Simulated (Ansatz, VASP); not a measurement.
**Two plane-wave programs on Cu**

```
Cu
1.0
    -1.44769    1.44769    1.36932
     1.44769   -1.44769    1.36932
     1.44769    1.44769   -1.36932
Cu
1
Direct
  0.00000 0.00000 0.00000
```

Alike in both runs: functional r2SCAN; k mesh 20 × 20 × 20; occupations gaussian, width 0.1 eV; no spin polarisation.

Ansatz relaxed the structure, and its values are those at the end. VASP's run is a single point on that final structure, the one shown.

```csv
,VASP,Ansatz
version,VASP 6.6.1,Ansatz 0.2.0
potentials or method,"VASP PAW PBE potentials, release 64 (Cu), cutoff 520 eV","scalar-relativistic, plane waves, PAW"
valence electrons in the cell,11,19
```

VASP gave:

* gap on the k mesh at the Fermi level (eV): none
* pressure (GPa): 0.7

**Question.** What did Ansatz give for the same quantities?

**Answer.** gap on the k mesh at the Fermi level (eV): none; pressure (GPa): 0.0.

VASP's potentials were made for PBE, not for r2SCAN. A gap of «none» marks a metal or a gap that the smearing closes. VASP's potentials hold 11 valence electrons a cell and Ansatz's 19, so a difference there can come from the potentials and not from the codes.
